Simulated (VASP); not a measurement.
## TaRu: electric field gradients with LDA

Crystal: TaRu.

```
Ta Ru
1.0
     3.09318    0.00000    0.00000
     0.00000    3.09318    0.00000
     0.00000    0.00000    3.43360
Ta Ru
1 1
Direct
  0.50000 0.50000 0.50000
  0.00000 0.00000 0.00000
```

This cell differs from its parent crystal: volume scaled by 1.04.

```json
{
  "Program": "VASP 6.6.1",
  "Task": "electric field gradients",
  "Functional": "LDA",
  "Potentials or basis": "VASP PAW LDA potentials, release 64 (Ta_pv, Ru_pv)",
  "Cutoff": "520 eV",
  "k mesh": "11 × 11 × 10",
  "Occupations": "fermi-dirac, width 0.05 eV",
  "Spin": "no spin polarisation",
  "Dipole correction": "no",
  "Further INCAR settings": "ALGO = Normal; EDIFF = 1e-08; NBANDS = 20"
}
```

```
Pressure : -18.3 GPa
```

Stress tensor (GPa, compression positive):
```
-18.87   0.00   0.00
  0.00 -18.87   0.00
  0.00   0.00 -17.30
```

Levels at points of the mesh, in eV from the Fermi level:
| k point | band 10 | band 11 | band 12 | band 13 | band 14 | band 15 |
| --- | --- | --- | --- | --- | --- | --- |
| (0.00, 0.00, 0.00) | -2.23 | -2.23 | -1.42 | 0.42 | 1.68 | 4.07 |
| (0.00, 0.00, 0.50) | -2.36 | -1.71 | -1.71 | -0.77 | 0.03 | 0.76 |

Electric field gradients, principal values (V/Å²):
```csv
atom,least,middle,greatest (by size)
1 Ta,-7.391,-7.391,14.783
2 Ru,-9.093,-9.093,18.186
```

Run time: 110 s on 1 thread of AMD EPYC 7R43 64-Core Processor (Zen 3) (shared host), peak memory 0.16 GiB.

Caveat: without QUAD_EFG the Cq values of the log hold for a quadrupole moment of 1 mb, not for the nuclei; spin-orbit coupling is left out, which moves the levels of the heavy elements.
